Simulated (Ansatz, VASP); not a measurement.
## Two plane-wave programs on MgO

```
Mg O
1.0
     2.93802    0.00000    0.00000
    -1.46901    2.54440    0.00000
     0.00000    0.00000    2.67968
Mg O
1 1
Direct
  0.00000 0.00000 0.00000
  0.33333 0.66667 0.50000
```

Alike in both runs: task single point; functional LDA; k mesh 6 × 6 × 6; occupations gaussian, width 0.1 eV; no spin polarisation; Hubbard terms O p U = 3.4 eV.

|  | VASP | Ansatz |
| --- | --- | --- |
| version | VASP 6.6.1 | Ansatz 0.2.0 |
| potentials or method | VASP PAW LDA potentials, release 64 (Mg, O), cutoff 600 eV | scalar-relativistic, plane waves, PAW |
| valence electrons in the cell | 8 | 16 |

VASP gave:

```
gap on the k mesh at the Fermi level (eV)                     : 3.10
least direct gap on the mesh (eV)                             : 3.50
pressure (GPa)                                                : -12.7
traceless stress, the component that is largest in VASP (GPa) : -1.36
```

Q: Estimate Ansatz's values.

A: gap on the k mesh at the Fermi level (eV): 4.06; least direct gap on the mesh (eV): 4.48; pressure (GPa): -13.2; traceless stress, the component that is largest in VASP (GPa): -1.69.

LDA's correlation is that of Perdew and Zunger in VASP and of Perdew and Wang (1992) in Ansatz. The programs project onto different local orbitals, so the same U acts differently, and such runs can settle in different states. VASP's potentials hold 8 valence electrons a cell and Ansatz's 16, so a difference there can come from the potentials and not from the codes.
